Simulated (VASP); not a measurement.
Wanted: the native input for a VASP 6.6.1 run.

* Task: electric field gradients
* Functional: PBEsol
* Potentials or basis: VASP PAW PBE potentials, release 64 (Hf_pv, N)
* Cutoff: 520 eV
* k mesh: 10 × 10 × 10
* Occupations: fermi-dirac, width 0.01 eV
* Spin: no spin polarisation
* Dipole correction: no
* Further INCAR settings: ALGO = Normal; EDIFF = 1e-08; NBANDS = 14

The structure of HfN lies in POSCAR:

```
HfN
1.0
    0.0000000000      2.2438384694      2.2438384694
    2.2438384694      0.0000000000      2.2438384694
    2.2438384694      2.2438384694      0.0000000000
Hf N
1 1
Direct
    0.0000000000      0.0000000000      0.0000000000
    0.5000000000      0.5000000000      0.5000000000
```

This cell differs from its parent crystal: volume scaled by 0.98.

One way to write it, as run:

INCAR

```
PREC = Accurate ; ENCUT = 520
EDIFF = 1E-8 ; ISMEAR = -1
SIGMA = 0.01 ; LREAL = False
LASPH = True ; NELM = 100
ALGO = Normal ; ISIF = 2
LWAVE = False ; LCHARG = False
GGA = PS ; LEFG = True
NBANDS = 14
```

KPOINTS

```
Automatic mesh
0
Gamma
  10 10 10
```

Potentials or basis: VASP PAW PBE potentials, release 64 (Hf_pv, N).

Launch:

```console
$ cat potpaw_PBE.64/Hf_pv/POTCAR potpaw_PBE.64/N/POTCAR > POTCAR
$ mpirun -np 1 vasp_std > vasp.out
```

It gave:

```
Pressure : 0.5 GPa
```

Caveat: without QUAD_EFG the Cq values of the log hold for a quadrupole moment of 1 mb, not for the nuclei; the PAW data sets were made with another functional, which shifts forces and pressure a little.

It took 8.2 s on 1 thread of Intel(R) Xeon(R) Platinum 8488C (Sapphire Rapids), with other jobs on the host, peak memory 0.14 GiB.
